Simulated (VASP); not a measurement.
# Cd in VASP: notebook, part 2 of 2

VASP 6.6.1. Earlier steps stand in the parts before.

## Step 6: Single point, PBE

This run uses another cell than the first one.

Contents of INCAR:

```
  PREC = Accurate
  ENCUT = 520
  EDIFF = 1E-7
  ISMEAR = 0
  SIGMA = 0.1
  LREAL = F
  LASPH = T
  NELM = 80
  ALGO = Normal
  ISIF = 2
  LWAVE = F
  LCHARG = T
  LDIPOL = T
  IDIPOL = 3
  DIPOL = 0.5 0.5 0.292
  GGA = PE
  LELF = T
  LVHAR = T
  LVACPOTAV = T
  NBANDS = 19
```

Contents of KPOINTS:

```
Automatic mesh
0
Gamma
  18 18 1
```

Contents of POSCAR:

```
Cd
1.0
    2.9589762036      0.0000000000      0.0000000000
    0.0000000000      2.9589762036      0.0000000000
    0.0000000000      0.0000000000     29.1302575200
Cd
2
Direct
    0.5000000000      0.5000000000      0.2412279605
    0.5000000000      0.5000000000      0.3423576802
```

Potentials or basis: VASP PAW PBE potentials, release 64 (Cd).

The run is started by

```bash
> cat potpaw_PBE.64/Cd/POTCAR > POTCAR
> mpirun -np 1 vasp_std > vasp.out
```

OUTCAR:

```text
PREC = Accurate
   ENCUT = 520
   EDIFF = 1E-7
   ISMEAR = 0
   LREAL = F
   LASPH = T
   NELM = 80
   ISIF = 2
   GGA = PE

 ion  position               nearest neighbor table
   1  0.500  0.500  0.241-   2 2.95
   2  0.500  0.500  0.342-   1 2.95

  LATTYP: Found a simple tetragonal cell.
 ALAT       =     2.9589762036
 C/A-ratio  =     9.8447082760

  Lattice vectors:

 A1 = (   2.9589762036,   0.0000000000,   0.0000000000)
 A2 = (   0.0000000000,   2.9589762036,   0.0000000000)
 A3 = (   0.0000000000,   0.0000000000,  29.1302575200)

Analysis of symmetry for initial positions (statically):
=====================================================================
 Subroutine PRICEL returns:
 Original cell was already a primitive cell.

 Routine SETGRP: Setting up the symmetry group for a
 simple tetragonal supercell.

 Subroutine GETGRP returns: Found 16 space group operations
 (whereof  8 operations were pure point group operations)
 out of a pool of 16 trial point group operations.

The static configuration has the point symmetry C_4v.
 The point group associated with its full space group is D_4h.

Analysis of symmetry for dynamics (positions and initial velocities):
=====================================================================
 Subroutine PRICEL returns:
 Original cell was already a primitive cell.

 Routine SETGRP: Setting up the symmetry group for a
 simple tetragonal supercell.

 Subroutine GETGRP returns: Found 16 space group operations
 (whereof  8 operations were pure point group operations)
 out of a pool of 16 trial point group operations.

The dynamic configuration has the point symmetry C_4v.
 The point group associated with its full space group is D_4h.

 Subroutine INISYM returns: Found 16 space group operations
 (whereof  8 operations are pure point group operations),
 and found     1 'primitive' translations

----------------------------------------------------------------------------------------

                                     Primitive cell

  volume of cell :     255.0511

  direct lattice vectors                    reciprocal lattice vectors
     2.958976204  0.000000000  0.000000000     0.337954729  0.000000000  0.000000000
     0.000000000  2.958976204  0.000000000     0.000000000  0.337954729  0.000000000
     0.000000000  0.000000000 29.130257520     0.000000000  0.000000000  0.034328567

  length of vectors
     2.958976204  2.958976204 29.130257520     0.337954729  0.337954729  0.034328567

  position of ions in fractional coordinates (direct lattice)
     0.500000000  0.500000000  0.241227960
     0.500000000  0.500000000  0.342357680

  ion indices of the primitive-cell ions
   primitive index   ion index
                 1           1
                 2           2

----------------------------------------------------------------------------------------

 KPOINTS: Automatic mesh

Automatic generation of k-mesh.
 Grid dimensions read from file:
 generate k-points for:   18   18    1

 Generating k-lattice:

  Cartesian coordinates                     Fractional coordinates (reciprocal lattice)
     0.018775263  0.000000000  0.000000000     0.055555556  0.000000000  0.000000000
     0.000000000  0.018775263  0.000000000     0.000000000  0.055555556  0.000000000
     0.000000000  0.000000000  0.034328567     0.000000000  0.000000000  1.000000000

  Length of vectors
     0.018775263  0.018775263  0.034328567

  Shift w.r.t. Gamma in fractional coordinates (k-lattice)
     0.000000000  0.000000000  0.000000000

 Subroutine IBZKPT returns following result:
 ===========================================

 Found     55 irreducible k-points:

 Following reciprocal coordinates:
            Coordinates               Weight
  0.000000  0.000000  0.000000      1.000000
  0.055556  0.000000  0.000000      4.000000
  0.111111  0.000000  0.000000      4.000000
  0.166667  0.000000  0.000000      4.000000
  0.222222  0.000000  0.000000      4.000000
  0.277778  0.000000  0.000000      4.000000
[... 16 lines left out ...]
  0.277778  0.111111  0.000000      8.000000
  0.333333  0.111111  0.000000      8.000000
 [... further k-points ...]
   k-points           NKPTS =     55   k-points in BZ     NKDIM =     55   number of bands    NBANDS=     19
   number of dos      NEDOS =    301   number of ions     NIONS =      2
   total plane-waves  NPLWV = 129024
   dimension x,y,z NGX =    24 NGY =   24 NGZ =  224
   dimension x,y,z NGXF=    48 NGYF=   48 NGZF=  448
   ions per type =               2
   NGX,Y,Z   is equivalent  to a cutoff of  13.48, 13.48, 12.78 a.u.
   NGXF,Y,Z  is equivalent  to a cutoff of  26.97, 26.97, 25.57 a.u.
 SYSTEM =  unknown system
   PREC   = accura    normal or accurate (medium, high low for compatibility)
   ISTART =      0    job   : 0-new  1-cont  2-samecut
   ICHARG =      2    charge: 1-file 2-atom 10-const
   ISPIN  =      1    spin polarized calculation?
   LNONCOLLINEAR =      F non collinear calculations
   LSORBIT =      F    spin-orbit coupling
   LASPH  =      T    aspherical Exc in radial PAW
   ENCUT  =  520.0 eV  38.22 Ry    6.18 a.u.   5.50  5.50 54.16*2*pi/ulx,y,z
   NELM   =     80;   NELMIN=  2; NELMDL= -5     # of ELM steps
   EDIFF  = 0.1E-06   stopping-criterion for ELM
   LREAL  =      F    real-space projection
   EDIFFG = 0.1E-05   stopping-criterion for IOM
   NSW    =      0    number of steps for IOM
   IBRION =     -1    ionic relax: 0-MD 1-quasi-New 2-CG
   NFREE  =      0    steps in history (QN), initial steepest desc. (CG)
   ISIF   =      2    stress and relaxation
   ISYM   =      2    0-nonsym 1-usesym 2-fastsym
   POTIM  = 0.5000    time-step for ionic-motion
   TEBEG  =    0.0;   TEEND  =   0.0 temperature during run
   PSTRESS=    0.0 pullay stress
   NELECT =      24.0000    total number of electrons
   NUPDOWN=      -1.0000    fix difference up-down
   EMIN   =  10.00;   EMAX   =-10.00  energy-range for DOS
   EFERMI =   0.00;   METHOD = LEGACY
   ISMEAR =     0;   SIGMA  =   0.10  broadening in eV -4-tet -1-fermi 0-gaus
   EFERMI_NEDOS =   21; number of points for ismear=-14 and -15
   IALGO  =     38    algorithm
   IMIX   =      4    mixing-type and parameters
     AMIX     =   0.40;   BMIX     =  1.00
     AMIX_MAG =   1.60;   BMIX_MAG =  1.00
  volume/ion in A,a.u.               =     127.53       860.59
  Fermi-wavevector in a.u.,A,eV,Ry     =   0.744623  1.407132  7.543923  0.554463
  Thomas-Fermi vector in A             =   1.840018
   LORBIT       =      0    0 simple, 1 ext, 2 COOP (PROOUT), +10 PAW based schemes
   GGA     = PE    functional components
   LHFCALC =     F    Hartree Fock is set to
   AEXX    =    0.0000 exact exchange contribution
   IVDW    =     0    specifies the selected vdW correction
   LEPSILON=     F    determine dielectric tensor
   LRPA    =     F    only Hartree local field effects (RPA)
 non-spin polarized calculation
 Gauss-broadening in eV      SIGMA  =   0.10
  energy-cutoff  :      520.00
  volume of cell :      255.05
 maximum number of plane-waves:      6951
 NGX is ok and might be reduce to    24
   NGX = 11   NGY = 11   NGZ =109

 dipolmoment           0.000000      0.000000     -0.000000 electrons x Angstroem

 number of electron      24.0000008 magnetization

 dipolmoment           0.000000      0.000000      0.000000 electrons x Angstroem

 Free energy of the ion-electron system (eV)
  ---------------------------------------------------
  ext. energy  EPLUGINS =         0.00000000
  ---------------------------------------------------
  free energy    TOTEN  =        -0.93736034 eV

  energy without entropy =       -0.93238073  energy(sigma->0) =       -0.93487054

 E-fermi :  -2.8025     XC(G=0):  -2.5327

 val. band max:       -2.8217137737   @ k =   0.4444   0.1667   0.0000
 cond. band min:      -2.7559308138   @ k =   0.3889   0.3333   0.0000
 fundamental gap:      0.0657829599
 Fermi energy:        -2.8024613629

 k-point     1 :       0.0000    0.0000    0.0000
  band No.  band energies     occupation
      1     -12.2940      2.00000
      2     -12.2318      2.00000
      3     -12.1173      2.00000
      4     -11.7856      2.00000
      5     -11.2454      2.00000
      6     -11.2454      2.00000
[... 505 lines left out ...]
      6     -11.3093      2.00000
[... 11 lines left out ...]
     18       3.4674      0.00000
     19       3.4959      0.00000

 [... further k-points ...]

------------------------ aborting loop because EDIFF is reached ----------------------------------------

 vacuum level on the upper side and lower side of the slab       (xc-potential included)        -0.115        -0.112

  FORCE on cell =-STRESS in cart. coord.  units (eV):
  Direction    XX          YY          ZZ          XY          YZ          ZX
  --------------------------------------------------------------------------------------
  -------------------------------------------------------------------------------------
  Total       -0.1820742     -0.1820742      0.6131587      0.0000000      0.0000000      0.0000000
  in kB       -1.1437518     -1.1437518      3.8517334      0.0000000      0.0000000      0.0000000
  external PRESSURE =       0.5214099 kB  Pullay stress =       0.0000000 kB

 VOLUME and BASIS-vectors are now :
 -----------------------------------------------------------------------------
  energy-cutoff  :      520.00
  volume of cell :      255.05
      direct lattice vectors                 reciprocal lattice vectors
     2.958976204  0.000000000  0.000000000     0.337954729  0.000000000  0.000000000
     0.000000000  2.958976204  0.000000000     0.000000000  0.337954729  0.000000000
     0.000000000  0.000000000 29.130257520     0.000000000  0.000000000  0.034328567

 POSITION                                       TOTAL-FORCE (eV/Angst)
 -----------------------------------------------------------------------------------
      1.47949      1.47949      7.02703         0.000000      0.000000     -0.208547
      1.47949      1.47949      9.97297         0.000000      0.000000      0.208547
 -----------------------------------------------------------------------------------
    total drift:                                0.000000     -0.000000     -0.000062

  FREE ENERGIE OF THE ION-ELECTRON SYSTEM (eV)
  ---------------------------------------------------
  free  energy   TOTEN  =        -0.9373603394 eV

  energy  without entropy=       -0.9323807324  energy(sigma->0) =       -0.93487054

 vacuum level on the upper side and lower side of the slab         1.163         1.163
```

stdout:

```text
POSCAR found type information on POSCAR Cd
 POSCAR found :  1 types and       2 ions
 scaLAPACK will be used
 LDA part: xc-table for (Slater+PW92), standard interpolation
 POSCAR, INCAR and KPOINTS ok, starting setup
 FFT: planning ... GRIDC
 FFT: planning ... GRID_SOFT
 FFT: planning ... GRID
 WAVECAR not read
 entering main loop
```

Wall time 2.3 min (1 thread of Intel Xeon Platinum 8559C (Emerald Rapids), shared host); peak memory 0.46 GiB.

What came out:

* Free energy: -0.9374 eV
* Largest force: 0.209 eV/Å
* Band gap on the k mesh: zero (bands 12 and 13 overlap by 2.86 eV)
* Work function of the upper face: 3.97 eV
* Work function of the lower face: 3.97 eV

Forces on the atoms (eV/Å):
```
Cd   0.000  0.000 -0.209
Cd   0.000  0.000  0.209
```

Levels at points of the mesh, in eV from the Fermi level:
```
           k point  band 10  band 11  band 12  band 13  band 14  band 15
(0.00, 0.00, 0.00)    -8.08    -6.89    -4.59    -0.77     2.57     3.70
(0.50, 0.00, 0.00)    -7.99    -2.13    -1.46    -0.09     0.15     2.81
(0.50, 0.50, 0.00)    -7.71     1.90     1.90     2.43     3.57     3.57
```

## Step 7: Summary

| cell | k mesh | gap on the mesh (eV) | largest force (eV/Å) |
| --- | --- | --- | --- |
| a = 3.365, b = 3.365, c = 17.000 Å, 2 atoms, atomic positions A | 6 × 6 × 1 | none | 1.06 |
| a = 2.959, b = 2.959, c = 29.130 Å, 2 atoms, atomic positions B | 6 × 6 × 1 | none | 0.02 |
| a = 2.930, b = 2.930, c = 29.130 Å, 2 atoms, atomic positions C | 18 × 18 × 1 | none | 0.01 |
| a = 2.959, b = 2.959, c = 29.130 Å, 2 atoms, atomic positions B | 18 × 18 × 1 | none | 0.21 |

Alike in all rows: task single point; level PBE; potentials or basis VASP PAW PBE potentials, release 64 (Cd); no spin polarisation; cutoff (eV) 520; smearing gaussian 0.1 eV.

Total energies depend on the potentials used, so only differences within one code and one set of settings carry meaning.

The gap in the log of VASP goes by the Fermi energy; the results here count the filled bands.